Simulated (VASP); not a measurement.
MgO (Periclase): single point with PBE

Crystal: MgO (Periclase).

```xyz
2
Lattice="0.0000 2.0507 2.0507 2.0507 0.0000 2.0507 2.0507 2.0507 0.0000" Properties=species:S:1:pos:R:3 pbc="T T T"
Mg    0.0000    0.0000    0.0000
O     2.0507    2.0507    2.0507
```

- Program: VASP 6.6.1
- Task: single point
- Functional: PBE
- Potentials or basis: VASP PAW PBE potentials, release 64 (Mg, O)
- Cutoff: 600 eV
- k mesh: 8 × 8 × 8
- Occupations: gaussian, width 0.01 eV
- Spin: no spin polarisation
- Dipole correction: no
- Further INCAR settings: ALGO = Normal; EDIFF = 1e-06; NBANDS = 11

```yaml
Pressure: 19.4 GPa
Band_gap_on_the_k_mesh: 5.55 eV, direct
```

Levels at points of the mesh, in eV from the valence-band top:
```tsv
k point	band 2	band 3	band 4	band 5	band 6	band 7
(0.00, 0.00, 0.00)	0.00	0.00	0.00	5.55	16.25	16.25
(0.50, 0.00, 0.00)	-4.98	-0.75	-0.75	8.42	13.53	17.15
(0.50, 0.50, 0.00)	-4.42	-1.46	-1.46	9.20	10.87	13.97
```

It took 12 s on 1 thread of Intel Xeon 8259CL, on a shared host, peak memory 0.14 GiB.
